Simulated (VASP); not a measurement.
## Sb: single point with PBEsol

The system is Sb.

```xyz
2
Lattice="3.3542 0.0000 0.0000 -1.6771 2.9048 0.0000 0.0000 0.0000 5.3443" Properties=species:S:1:pos:R:3 pbc="T T T"
Sb    1.6771    0.9683    4.0083
Sb    0.0000    1.9365    1.3361
```

* Program: VASP 6.6.1
* Task: single point
* Functional: PBEsol
* Potentials or basis: VASP PAW PBE potentials, release 64 (Sb)
* Cutoff: 520 eV
* k mesh: 9 × 9 × 5
* Occupations: fermi-dirac, width 0.05 eV
* Spin: no spin polarisation

```
Pressure               : 0.0 GPa
Band gap on the k mesh : zero (band 5 reaches 12.87 eV, above the bottom of band 6 at 6.00 eV)
```

Levels at points of the mesh, in eV from the Fermi level:
```tsv
k point	band 2	band 3	band 4	band 5	band 6	band 7	band 8	band 9
(0.00, 0.00, 0.00)	-8.95	-5.94	3.51	3.51	5.29	5.29	6.08	7.60
```

Run time: 9.2 s on 1 thread of Intel Xeon 6975P-C, with other jobs on the host, peak memory 0.18 GiB.

Caveat: the PAW data sets were made with another functional, which shifts forces and pressure a little; spin-orbit coupling is left out, which moves the levels of the heavy elements.
